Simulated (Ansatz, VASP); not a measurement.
One calculation of Al3GaN4, two programs

POSCAR

```
Al3GaN4
1.0
    4.5772867843      0.0000000000      0.0000000000
    0.0000000000      4.5772867843      0.0000000000
    0.0000000000      0.0000000000      4.4012372926
Al Ga N
3 1 4
Direct
    0.5000000000      0.5000000000      0.0000000000
    0.5000000000      0.0000000000      0.5000000000
    0.0000000000      0.5000000000      0.5000000000
    0.0000000000      0.0000000000      0.0000000000
    0.7444581602      0.7444581602      0.2555418398
    0.7444581602      0.2555418398      0.7444581602
    0.2555418398      0.7444581602      0.7444581602
    0.2555418398      0.2555418398      0.2555418398
```

File INCAR.step1:

```
SYSTEM = Al3GaN4
ALGO = Normal
EDIFF = 1E-4
ENCUT = 520
GGA = PE
ISMEAR = 0
LASPH = .TRUE.
LCHARG = .FALSE.
LREAL = .FALSE.
LWAVE = .TRUE.
NBANDS = 31
NELM = 80
PREC = Accurate
SIGMA = 0.05
```

INCAR.step2

```
SYSTEM = Al3GaN4
ALGO = Normal
EDIFF = 1E-6
ENCUT = 520
ISIF = 2
ISMEAR = 0
ISTART = 1
LASPH = .TRUE.
LCHARG = .FALSE.
LMIXTAU = .TRUE.
LREAL = .FALSE.
LWAVE = .FALSE.
METAGGA = R2SCAN
NBANDS = 31
NELM = 80
PREC = Accurate
SIGMA = 0.05
```

KPOINTS

```
k-points
0
G
  6 6 6
  0 0 0
```

Input for Ansatz:

```yaml
crystal:
  lattice:
    - [4.5772867843, 0.0, 0.0]
    - [0.0, 4.5772867843, 0.0]
    - [0.0, 0.0, 4.4012372926]
  atoms:
    - { symbol: Al, position: [0.5, 0.5, 0.0] }
    - { symbol: Al, position: [0.5, 0.0, 0.5] }
    - { symbol: Al, position: [0.0, 0.5, 0.5] }
    - { symbol: Ga, position: [0.0, 0.0, 0.0] }
    - { symbol: "N", position: [0.7444581602, 0.7444581602, 0.2555418398] }
    - { symbol: "N", position: [0.7444581602, 0.2555418398, 0.7444581602] }
    - { symbol: "N", position: [0.2555418398, 0.7444581602, 0.7444581602] }
    - { symbol: "N", position: [0.2555418398, 0.2555418398, 0.2555418398] }
basis:
  ecutwfc: 500
kpoints:
  mp_grid: { grid: [6, 6, 6] }
hamiltonian:
  xc: r2scan
scf:
  occupations: { method: gaussian, width: 0.05 }
output:
  forces: true
  stress: true
  eigenvalues: true
```

Change from the starting cell: strain +0.040 along x and y, +0.000 along z, atoms carried along.

Alike in both runs: task single point; functional r2SCAN; k mesh 6 × 6 × 6; occupations gaussian, width 0.05 eV; no spin polarisation.

|  | VASP | Ansatz |
| --- | --- | --- |
| version | VASP 6.6.1 | Ansatz 0.2.0 |
| potentials or method | VASP PAW PBE potentials, release 64 (Al, Ga_d, N), cutoff 520 eV | scalar-relativistic, plane waves, PAW |
| valence electrons in the cell | 42 | 42 |

VASP gave:

```
gap on the k mesh at the Fermi level (eV)                     : 3.34
least direct gap on the mesh (eV)                             : 3.34
pressure (GPa)                                                : -14.1
traceless stress, the component that is largest in VASP (GPa) : 3.52
rms of the force components (eV/Å)                            : 0.029
```

Problem. Estimate Ansatz's values.

Solution. gap on the k mesh at the Fermi level (eV): 3.32; least direct gap on the mesh (eV): 3.32; pressure (GPa): -14.0; traceless stress, the component that is largest in VASP (GPa): 3.52; rms of the force components (eV/Å): 0.014.

VASP's potentials were made for PBE, not for r2SCAN. Atom by atom the forces differ by 0.026 eV/Å (rms over components).
